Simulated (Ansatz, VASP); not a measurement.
## Si in VASP and in Ansatz

POSCAR

```
Si
1.0
    0.0000000000      2.6132211277      2.5043369141
    2.6132211277      0.0000000000      2.5043369141
    2.6132211277      2.6132211277      0.0000000000
Si
2
Direct
    0.5000000000      0.5000000000      0.5000000000
    0.7500000000      0.7500000000      0.7500000000
```

The input INCAR.step1:

```
PREC = Accurate
ENCUT = 520
ISMEAR = 0
SIGMA = 0.05
LREAL = False
LASPH = True
NELM = 80
NBANDS = 11
GGA = PE
ALGO = Normal
EDIFF = 1E-4
LWAVE = True
LCHARG = False
```

Contents of INCAR.step2:

```
PREC = Accurate
ENCUT = 520
EDIFF = 1E-7
ISMEAR = 0
SIGMA = 0.05
LREAL = False
LASPH = True
NELM = 80
ALGO = Normal
ISIF = 2
LWAVE = False
LCHARG = False
METAGGA = R2SCAN
LMIXTAU = True
NBANDS = 11
ISTART = 1
```

The input KPOINTS:

```
regular mesh
0
Gamma
  8 8 8
```

Input for Ansatz:

```yaml
crystal:
  lattice:
    - [0.0, 2.6132211277, 2.5043369141]
    - [2.6132211277, 0.0, 2.5043369141]
    - [2.6132211277, 2.6132211277, 0.0]
  atoms:
    - { symbol: Si, position: [0.5, 0.5, 0.5] }
    - { symbol: Si, position: [0.75, 0.75, 0.75] }
basis:
  ecutwfc: 500
kpoints:
  mp_grid: { grid: [8, 8, 8] }
hamiltonian:
  xc: r2scan
scf:
  occupations: { method: gaussian, width: 0.05 }
output:
  forces: true
  stress: true
  eigenvalues: true
```

Change from the starting cell: strain -0.040 along x and y, -0.080 along z, atoms carried along.

Alike in both runs: task single point; functional r2SCAN; k mesh 8 × 8 × 8; occupations gaussian, width 0.05 eV; no spin polarisation.

|  | VASP | Ansatz |
| --- | --- | --- |
| version | VASP 6.6.1 | Ansatz 0.2.0 |
| potentials or method | VASP PAW PBE potentials, release 64 (Si), cutoff 520 eV | scalar-relativistic, plane waves, PAW |
| valence electrons in the cell | 8 | 8 |

```csv
,VASP,Ansatz,Ansatz less VASP
pressure (GPa),22.0,22.3,+0.30
"traceless stress, the component that is largest in VASP (GPa)",2.52,2.46,-0.059
```

VASP's potentials were made for PBE, not for r2SCAN.
